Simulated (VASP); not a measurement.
# HfHF3 (Pm-3m) in VASP: notebook, part 2 of 2

VASP 6.6.1.

### Step 4. Relaxation of cell and atoms, PBE

The input, INCAR:

```
SYSTEM = HfHF3
  PREC = Accurate
  ENCUT = 600
  EDIFF = 1E-6
  ISMEAR = 0
  SIGMA = 0.1
  LREAL = .False.
  LASPH = .True.
  NELM = 60
  ALGO = Normal
  ISIF = 3
  LWAVE = .False.
  LCHARG = .False.
  GGA = PE
  IBRION = 2
  NSW = 90
  EDIFFG = -0.04
```

The input, KPOINTS:

```
regular mesh
0
Gamma
  4 4 4
  0 0 0
```

The input, POSCAR:

```
HfHF3
1.0
    3.7945059100      0.0000000000      0.0000000000
    0.0000000000      3.7945059100      0.0000000000
    0.0000000000      0.0000000000      3.7945059100
Hf H F
1 1 3
Direct
    0.0000000000      0.0000000000      0.0000000000
    0.5000000000      0.5000000000      0.5000000000
    0.5000000000      0.0000000000      0.0000000000
    0.0000000000      0.5000000000      0.0000000000
    0.0000000000      0.0000000000      0.5000000000
```

Potentials or basis: VASP PAW PBE potentials, release 64 (Hf_pv, H, F).

On the command line:

```
cat potpaw_PBE.64/Hf_pv/POTCAR potpaw_PBE.64/H/POTCAR potpaw_PBE.64/F/POTCAR > POTCAR
mpirun -np 1 vasp_std > vasp.out
```

OUTCAR:

```text
SYSTEM = HfHF3
   PREC = Accurate
   ENCUT = 600
   EDIFF = 1E-6
   ISMEAR = 0
   LREAL = .False.
   LASPH = .True.
   NELM = 60
   ISIF = 3
   GGA = PE
   IBRION = 2
   NSW = 90
   EDIFFG = -0.04

 ion  position               nearest neighbor table
   1  0.000  0.000  0.000-   3 1.90   4 1.90   5 1.90   5 1.90   4 1.90   3 1.90
   2  0.500  0.500  0.500-
   3  0.500  0.000  0.000-   1 1.90   1 1.90
   4  0.000  0.500  0.000-   1 1.90   1 1.90
   5  0.000  0.000  0.500-   1 1.90   1 1.90

  LATTYP: Found a simple cubic cell.
 ALAT       =     3.7945059100

  Lattice vectors:

 A1 = (   3.7945059100,   0.0000000000,   0.0000000000)
 A2 = (   0.0000000000,   3.7945059100,   0.0000000000)
 A3 = (   0.0000000000,   0.0000000000,   3.7945059100)

Analysis of symmetry for initial positions (statically):
=====================================================================
 Subroutine PRICEL returns:
 Original cell was already a primitive cell.

 Routine SETGRP: Setting up the symmetry group for a
 simple cubic supercell.

 Subroutine GETGRP returns: Found 48 space group operations
 (whereof 48 operations were pure point group operations)
 out of a pool of 48 trial point group operations.

The static configuration has the point symmetry O_h .

Analysis of symmetry for dynamics (positions and initial velocities):
=====================================================================
 Subroutine PRICEL returns:
 Original cell was already a primitive cell.

 Routine SETGRP: Setting up the symmetry group for a
 simple cubic supercell.

 Subroutine GETGRP returns: Found 48 space group operations
 (whereof 48 operations were pure point group operations)
 out of a pool of 48 trial point group operations.

The dynamic configuration has the point symmetry O_h .

 Subroutine INISYM returns: Found 48 space group operations
 (whereof 48 operations are pure point group operations),
 and found     1 'primitive' translations

----------------------------------------------------------------------------------------

                                     Primitive cell

  volume of cell :      54.6343

  direct lattice vectors                    reciprocal lattice vectors
     3.794505910  0.000000000  0.000000000     0.263538923  0.000000000  0.000000000
     0.000000000  3.794505910  0.000000000     0.000000000  0.263538923  0.000000000
     0.000000000  0.000000000  3.794505910     0.000000000  0.000000000  0.263538923

  length of vectors
     3.794505910  3.794505910  3.794505910     0.263538923  0.263538923  0.263538923

  position of ions in fractional coordinates (direct lattice)
     0.000000000  0.000000000  0.000000000
     0.500000000  0.500000000  0.500000000
     0.500000000  0.000000000  0.000000000
     0.000000000  0.500000000  0.000000000
     0.000000000  0.000000000  0.500000000

  ion indices of the primitive-cell ions
   primitive index   ion index
                 1           1
                 2           2
                 3           3
                 4           4
                 5           5

----------------------------------------------------------------------------------------

 KPOINTS: regular mesh

Automatic generation of k-mesh.
 Grid dimensions read from file:
 generate k-points for:    4    4    4

 Generating k-lattice:

  Cartesian coordinates                     Fractional coordinates (reciprocal lattice)
     0.065884731  0.000000000  0.000000000     0.250000000  0.000000000  0.000000000
     0.000000000  0.065884731  0.000000000     0.000000000  0.250000000  0.000000000
     0.000000000  0.000000000  0.065884731     0.000000000  0.000000000  0.250000000

  Length of vectors
     0.065884731  0.065884731  0.065884731

  Shift w.r.t. Gamma in fractional coordinates (k-lattice)
     0.000000000  0.000000000  0.000000000

 Subroutine IBZKPT returns following result:
 ===========================================

 Found     10 irreducible k-points:

 Following reciprocal coordinates:
            Coordinates               Weight
  0.000000  0.000000  0.000000      1.000000
  0.250000  0.000000  0.000000      6.000000
  0.500000  0.000000  0.000000      3.000000
  0.250000  0.250000  0.000000     12.000000
  0.500000  0.250000  0.000000     12.000000
  0.500000  0.500000  0.000000      3.000000
  0.250000  0.250000  0.250000      8.000000
  0.500000  0.250000  0.250000     12.000000
  0.500000  0.500000  0.250000      6.000000
  0.500000  0.500000  0.500000      1.000000
   k-points           NKPTS =     10   k-points in BZ     NKDIM =     10   number of bands    NBANDS=     20
   number of dos      NEDOS =    301   number of ions     NIONS =      5
   total plane-waves  NPLWV =  27000
   dimension x,y,z NGX =    30 NGY =   30 NGZ =   30
   dimension x,y,z NGXF=    60 NGYF=   60 NGZF=   60
   ions per type =               1   1   3
   NGX,Y,Z   is equivalent  to a cutoff of  13.14, 13.14, 13.14 a.u.
   NGXF,Y,Z  is equivalent  to a cutoff of  26.29, 26.29, 26.29 a.u.
 SYSTEM =  HfHF3
   PREC   = accura    normal or accurate (medium, high low for compatibility)
   ISTART =      0    job   : 0-new  1-cont  2-samecut
   ICHARG =      2    charge: 1-file 2-atom 10-const
   ISPIN  =      1    spin polarized calculation?
   LNONCOLLINEAR =      F non collinear calculations
   LSORBIT =      F    spin-orbit coupling
   LASPH  =      T    aspherical Exc in radial PAW
   ENCUT  =  600.0 eV  44.10 Ry    6.64 a.u.   7.58  7.58  7.58*2*pi/ulx,y,z
   NELM   =     60;   NELMIN=  2; NELMDL= -5     # of ELM steps
   EDIFF  = 0.1E-05   stopping-criterion for ELM
   LREAL  =      F    real-space projection
   EDIFFG = -.4E-01   stopping-criterion for IOM
   NSW    =     90    number of steps for IOM
   IBRION =      2    ionic relax: 0-MD 1-quasi-New 2-CG
   NFREE  =      1    steps in history (QN), initial steepest desc. (CG)
   ISIF   =      3    stress and relaxation
   ISYM   =      2    0-nonsym 1-usesym 2-fastsym
   POTIM  = 0.5000    time-step for ionic-motion
   TEBEG  =    0.0;   TEEND  =   0.0 temperature during run
   PSTRESS=    0.0 pullay stress
   NELECT =      32.0000    total number of electrons
   NUPDOWN=      -1.0000    fix difference up-down
   EMIN   =  10.00;   EMAX   =-10.00  energy-range for DOS
   EFERMI =   0.00;   METHOD = LEGACY
   ISMEAR =     0;   SIGMA  =   0.10  broadening in eV -4-tet -1-fermi 0-gaus
   EFERMI_NEDOS =   21; number of points for ismear=-14 and -15
   IALGO  =     38    algorithm
   IMIX   =      4    mixing-type and parameters
     AMIX     =   0.40;   BMIX     =  1.00
     AMIX_MAG =   1.60;   BMIX_MAG =  1.00
  volume/ion in A,a.u.               =      10.93        73.74
  Fermi-wavevector in a.u.,A,eV,Ry     =   1.369734  2.588422 25.526862  1.876171
  Thomas-Fermi vector in A             =   2.495583
   LORBIT       =      0    0 simple, 1 ext, 2 COOP (PROOUT), +10 PAW based schemes
   GGA     = PE    functional components
   LHFCALC =     F    Hartree Fock is set to
   AEXX    =    0.0000 exact exchange contribution
   IVDW    =     0    specifies the selected vdW correction
   LEPSILON=     F    determine dielectric tensor
   LRPA    =     F    only Hartree local field effects (RPA)
 conjugate gradient relaxation of ions
 non-spin polarized calculation
 Gauss-broadening in eV      SIGMA  =   0.10
  energy-cutoff  :      600.00
  volume of cell :       54.63
 maximum number of plane-waves:      1856
   NGX = 15   NGY = 15   NGZ = 15

--------------------------------------- Ionic step        1  -------------------------------------------

 number of electron      32.0000045 magnetization

 Free energy of the ion-electron system (eV)
  ---------------------------------------------------
  ext. energy  EPLUGINS =         0.00000000
  ---------------------------------------------------
  free energy    TOTEN  =       -29.00989831 eV

  energy without entropy =      -28.99936427  energy(sigma->0) =      -29.00463129

 E-fermi :   4.1751     XC(G=0): -10.2180

 val. band max:        4.0207857972   @ k =   0.5000   0.2500   0.0000
 cond. band min:       4.1941111179   @ k =   0.0000   0.0000   0.0000
 fundamental gap:      0.1733253208
 Fermi energy:         4.1751136957

 k-point     1 :       0.0000    0.0000    0.0000
  band No.  band energies     occupation
      1     -30.0182      2.00000
      2     -30.0182      2.00000
      3     -30.0182      2.00000
      4     -24.2092      2.00000
      5     -23.9991      2.00000
      6     -23.9991      2.00000
[... 12 lines left out ...]
     19       4.1941      0.78812
[... 281 lines left out ...]
  energy  without entropy=      -29.6833723902  energy(sigma->0) =      -29.69811378

--------------------------------------- Ionic step        3  -------------------------------------------

 number of electron      31.9999972 magnetization

 Free energy of the ion-electron system (eV)
  ---------------------------------------------------
  ext. energy  EPLUGINS =         0.00000000
  ---------------------------------------------------
  free energy    TOTEN  =       -30.42949561 eV

  energy without entropy =      -30.40314404  energy(sigma->0) =      -30.41631982

 E-fermi :   2.4359     XC(G=0):  -9.2013

 val. band max:        2.4294484676   @ k =   0.2500   0.0000   0.0000
 cond. band min:       2.4616004375   @ k =   0.5000   0.0000   0.0000
 fundamental gap:      0.0321519700
 Fermi energy:         2.4358829569

 k-point     1 :       0.0000    0.0000    0.0000
  band No.  band energies     occupation
      1     -31.8661      2.00000
      2     -31.8661      2.00000
      3     -31.8661      2.00000
      4     -24.5888      2.00000
      5     -24.3586      2.00000
      6     -24.3586      2.00000
[... 12 lines left out ...]
     19       2.3977      1.41040
[... 238 lines left out ...]
  FREE ENERGIE OF THE ION-ELECTRON SYSTEM (eV)
  ---------------------------------------------------
  free  energy   TOTEN  =       -30.4294956058 eV

  energy  without entropy=      -30.4031440351  energy(sigma->0) =      -30.41631982

 reached required accuracy - stopping structural energy minimisation
```

OSZICAR:

```text
N       E                     dE             d eps       ncg     rms          rms(c)
DAV:   1     0.241994165263E+03    0.24199E+03   -0.20351E+04   400   0.175E+03
DAV:   2    -0.216892138718E+02   -0.26368E+03   -0.25829E+03   536   0.410E+02
DAV:   3    -0.333618418236E+02   -0.11673E+02   -0.11651E+02   464   0.838E+01
[... 43 lines left out ...]
DAV:   8    -0.304301060294E+02    0.13975E-02   -0.15874E-03   504   0.261E-01    0.222E-01
DAV:   9    -0.304295084027E+02    0.59763E-03   -0.35381E-04   472   0.145E-01    0.667E-02
DAV:  10    -0.304294934726E+02    0.14930E-04   -0.10721E-04   484   0.801E-02    0.823E-02
DAV:  11    -0.304294963153E+02   -0.28426E-05   -0.44615E-06   404   0.146E-02    0.445E-02
DAV:  12    -0.304294956058E+02    0.70951E-06   -0.63217E-07   268   0.719E-03
   3 F= -.30429496E+02 E0= -.30416320E+02  d E =-.141960E+01
```

Wall time 25 s (1 thread of AMD EPYC 9R45 (Zen 5), shared host); peak memory 0.14 GiB.

Results:

```
Free energy                            : -30.4295 eV
Relaxed volume                         : 13.58 Å³/atom
Relaxed cell                           : a = 4.079 Å, b = 4.079 Å, c = 4.079 Å, α = 90.00°, β = 90.00°, γ = 90.00°
Space group after relaxing (to 0.05 Å) : Pm-3m (No. 221)
Energy gained by relaxing              : 283.9 meV/atom
Ionic steps                            : 3
Pressure after relaxing                : -0.3 GPa
Band gap on the k mesh                 : zero (band 16 reaches 2.48 eV, above the bottom of band 17 at 2.40 eV)
```

Step by step:
```csv
step,energy change (eV),largest force (eV/Å),pressure (GPa),volume (Å³)
1,0.0000,0.0000,42.43,54.63
2,-0.7030,0.0000,-15.21,80.86
3,-1.4196,0.0000,-0.28,67.88
```

Final structure:
```yaml
crystal:
  lattice:
    - [4.07932, 0.00000, 0.00000]
    - [0.00000, 4.07932, 0.00000]
    - [0.00000, 0.00000, 4.07932]
  atoms:
    - { symbol: Hf, position: [0.00000, 0.00000, 0.00000] }
    - { symbol: H, position: [0.50000, 0.50000, 0.50000] }
    - { symbol: F, position: [0.50000, 0.00000, 0.00000] }
    - { symbol: F, position: [0.00000, 0.50000, 0.00000] }
    - { symbol: F, position: [0.00000, 0.00000, 0.50000] }
```

Levels at points of the mesh, in eV from the Fermi level:
```tsv
k point	band 13	band 14	band 15	band 16	band 17	band 18	band 19	band 20
(0.00, 0.00, 0.00)	-7.32	-7.32	-7.32	-1.48	-0.04	-0.04	-0.04	2.92
(0.50, 0.00, 0.00)	-7.42	-7.38	-7.38	-0.24	0.03	1.25	1.25	2.95
(0.50, 0.50, 0.00)	-7.62	-7.62	-6.79	0.05	1.33	1.33	2.59	3.51
(0.50, 0.50, 0.50)	-6.79	-6.79	-6.79	-0.15	2.39	2.39	2.39	7.24
```

Caveat: the k points lie up to 0.39 Å⁻¹ apart in the final cell; the volume moved by over 15 % at a fixed basis, so the end points are rough; spin-orbit coupling is left out, which moves the levels of the heavy elements.

### Step 5. Single point, PBE

This run uses another cell than the first one, of 13.78 Å³/atom, 1.261 times its volume.

The input, INCAR:

```
PREC = Accurate ; ENCUT = 520
EDIFF = 1E-7 ; ISMEAR = 0
SIGMA = 0.1 ; LREAL = False
LASPH = True ; NELM = 60
ALGO = Normal ; ISIF = 2
LWAVE = False ; LCHARG = True
GGA = PE ; LELF = True
LVHAR = True ; NBANDS = 24
```

The input, KPOINTS:

```
regular mesh
0
Gamma
  10 10 10
```

Edit POSCAR of step 4 so:

```diff
@@ -2,5 +2,5 @@
 1.0
-    3.7945059100      0.0000000000      0.0000000000
-    0.0000000000      3.7945059100      0.0000000000
-    0.0000000000      0.0000000000      3.7945059100
+    4.0992940187      0.0000000000      0.0000000000
+    0.0000000000      4.0992940187      0.0000000000
+    0.0000000000      0.0000000000      4.0992940187
 Hf H F
```

On the command line:

```
cat potpaw_PBE.64/Hf_pv/POTCAR potpaw_PBE.64/H/POTCAR potpaw_PBE.64/F/POTCAR > POTCAR
mpirun -np 1 vasp_std > vasp.out
```

Wall time 55 s (1 thread of AMD EPYC 9R45 (Zen 5), shared host); peak memory 0.19 GiB.

The run converged. Its results:

```
Free energy            : -30.4277 eV
Pressure               : -2.1 GPa
Band gap on the k mesh : zero (band 16 reaches 2.42 eV, above the bottom of band 17 at 2.23 eV)
```

Levels at points of the mesh, in eV from the Fermi level:
```csv
k point,band 12,band 13,band 14,band 15,band 16,band 17,band 18,band 19,band 20,band 21
"(0.00, 0.00, 0.00)",-7.44,-7.32,-7.32,-7.32,-1.48,-0.15,-0.15,-0.15,2.71,2.71
"(0.50, 0.00, 0.00)",-7.89,-7.41,-7.37,-7.37,-0.24,-0.09,1.11,1.11,2.79,2.80
"(0.50, 0.50, 0.00)",-7.93,-7.61,-7.61,-6.80,0.04,1.19,1.19,2.42,3.28,5.91
"(0.50, 0.50, 0.50)",-9.00,-6.79,-6.79,-6.79,-0.13,2.21,2.21,2.21,6.95,6.95
```

Caveat: spin-orbit coupling is left out, which moves the levels of the heavy elements.

### Step 6. Relaxation of cell and atoms, PBE

This run uses another cell than the first one, of 13.78 Å³/atom, 1.261 times its volume.

The input, INCAR:

```
PREC = Accurate ; ENCUT = 600
EDIFF = 1E-6 ; ISMEAR = 0
SIGMA = 0.1 ; LREAL = F
LASPH = T ; NELM = 60
ALGO = Normal ; ISIF = 3
LWAVE = F ; LCHARG = F
GGA = PE ; IBRION = 2
NSW = 100 ; EDIFFG = -0.01
```

KPOINTS is that of step 5.

Edit POSCAR of step 5 so:

```diff
@@ -2,5 +2,5 @@
 1.0
-    4.0992940187      0.0000000000      0.0000000000
-    0.0000000000      4.0992940187      0.0000000000
-    0.0000000000      0.0000000000      4.0992940187
+    4.0998732122      0.0000000000      0.0000000000
+    0.0000000000      4.0998732122      0.0000000000
+    0.0000000000      0.0000000000      4.0998732122
 Hf H F
```

Potentials or basis: VASP PAW PBE potentials, release 64 (Hf_pv, H, F).

On the command line:

```
cat potpaw_PBE.64/Hf_pv/POTCAR potpaw_PBE.64/H/POTCAR potpaw_PBE.64/F/POTCAR > POTCAR
mpirun -np 1 vasp_std > vasp.out
```

It took 3.2 min on 1 thread of Intel Xeon Platinum 8259CL at 2.50GHz (Skylake/Cascade Lake), shared host; peak memory 0.28 GiB.

It converged, with:

| Item | Value |
| --- | --- |
| Free energy | -30.4437 eV |
| Relaxed volume | 13.52 Å³/atom |
| Relaxed cell | a = 4.073 Å, b = 4.073 Å, c = 4.073 Å, α = 90.00°, β = 90.00°, γ = 90.00° |
| Space group after relaxing (to 0.05 Å) | Pm-3m (No. 221) |
| Energy gained by relaxing | 1.9 meV/atom |
| Ionic steps | 3 |
| Pressure after relaxing | 0.0 GPa |
| Band gap on the k mesh | zero (band 16 reaches 2.57 eV, above the bottom of band 17 at 2.38 eV) |

Step by step:
```tsv
step	energy change (eV)	largest force (eV/Å)	pressure (GPa)	volume (Å³)
1	0.0000	0.0000	-2.22	68.91
2	-0.0077	0.0000	1.00	67.03
3	-0.0094	0.0000	0.02	67.58
```

Final structure:
```xyz
5
Lattice="4.0732 0.0000 0.0000 0.0000 4.0732 0.0000 0.0000 0.0000 4.0732" Properties=species:S:1:pos:R:3 pbc="T T T"
Hf    0.0000    0.0000    0.0000
H     2.0366    2.0366    2.0366
F     2.0366    0.0000    0.0000
F     0.0000    2.0366    0.0000
F     0.0000    0.0000    2.0366
```

Levels at points of the mesh, in eV from the Fermi level:
```tsv
k point	band 14	band 15	band 16	band 17	band 18	band 19
(0.00, 0.00, 0.00)	-7.41	-7.41	-1.50	-0.15	-0.15	-0.15
(0.50, 0.00, 0.00)	-7.47	-7.47	-0.25	-0.08	1.16	1.16
(0.50, 0.50, 0.00)	-7.71	-6.88	0.05	1.24	1.24	2.51
(0.50, 0.50, 0.50)	-6.87	-6.87	-0.15	2.30	2.30	2.30
```

Caveat: spin-orbit coupling is left out, which moves the levels of the heavy elements.

### Step 7. The runs side by side

```csv
task,cell,k mesh,cutoff (eV),gap on the mesh (eV),pressure (GPa),relaxed volume (Å³/atom)
single point,"a = 3.795 Å, 5 atoms",4 × 4 × 4,520,none,42.6,-
single point,"a = 4.100 Å, 5 atoms",4 × 4 × 4,520,none,-2.0,-
relaxation of cell and atoms,"relaxed from a = 3.795 Å, 5 atoms",4 × 4 × 4,600,none,-0.3,13.58
single point,"a = 4.099 Å, 5 atoms",10 × 10 × 10,520,none,-2.1,-
relaxation of cell and atoms,"relaxed from a = 4.100 Å, 5 atoms",10 × 10 × 10,600,none,0.0,13.52
```

Alike in all rows: level PBE; potentials or basis VASP PAW PBE potentials, release 64 (Hf_pv, H, F); no spin polarisation; smearing gaussian 0.1 eV.

Caveats: some runs use coarse meshes; spin-orbit coupling is left out, which moves the levels of the heavy elements; the volume moved by over 15 % at a fixed basis, so the end points are rough (some runs).

Total energies depend on the potentials used, so only differences within one code and one set of settings carry meaning.
